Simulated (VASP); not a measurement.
**Zr3Sb2: single point with PBE**

Zr3Sb2:

```xyz
5
Lattice="5.2738 0.0000 0.0000 0.0000 5.2738 0.0000 0.0000 0.0000 5.2738" Properties=species:S:1:pos:R:3 pbc="T T T"
Zr    0.0000    2.6369    2.6369
Zr    2.6369    0.0000    2.6369
Zr    2.6369    2.6369    0.0000
Sb    0.0000    0.0000    0.0000
Sb    2.6369    2.6369    2.6369
```

The cell was built from a structure type or drawn by symmetry, and may not be a known phase.

| Property | Result |
| --- | --- |
| Program | VASP 6.6.1 |
| Task | single point |
| Functional | PBE |
| Potentials or basis | VASP PAW PBE potentials, release 64 (Zr_sv, Sb) |
| Cutoff | 520 eV |
| k mesh | 4 × 4 × 4 |
| Occupations | gaussian, width 0.1 eV |
| Spin | no spin polarisation |

The pressure is 0.4 GPa and the band gap on the k mesh is zero (bands 23 and 24 overlap by 0.46 eV).

Levels at points of the mesh, in eV from the Fermi level:
```csv
k point,band 19,band 20,band 21,band 22,band 23,band 24,band 25,band 26,band 27,band 28
"(0.00, 0.00, 0.00)",-1.55,-1.55,-1.32,-1.32,-0.70,-0.36,-0.36,-0.36,1.11,1.11
"(0.50, 0.00, 0.00)",-2.22,-2.22,-1.32,-0.35,0.05,0.28,0.48,0.48,0.59,1.20
"(0.50, 0.50, 0.00)",-2.57,-2.25,-0.41,-0.41,0.11,0.11,0.25,0.96,1.02,1.14
"(0.50, 0.50, 0.50)",-2.46,-2.46,-0.23,-0.23,-0.23,0.07,0.07,0.07,0.41,1.60
```

Wall time 42 s on 1 thread of Intel(R) Xeon(R) Platinum 8259CL CPU @ 2.50GHz (Skylake/Cascade Lake), on a shared host, peak memory 0.25 GiB.

Caveat: spin-orbit coupling is left out, which moves the levels of the heavy elements.
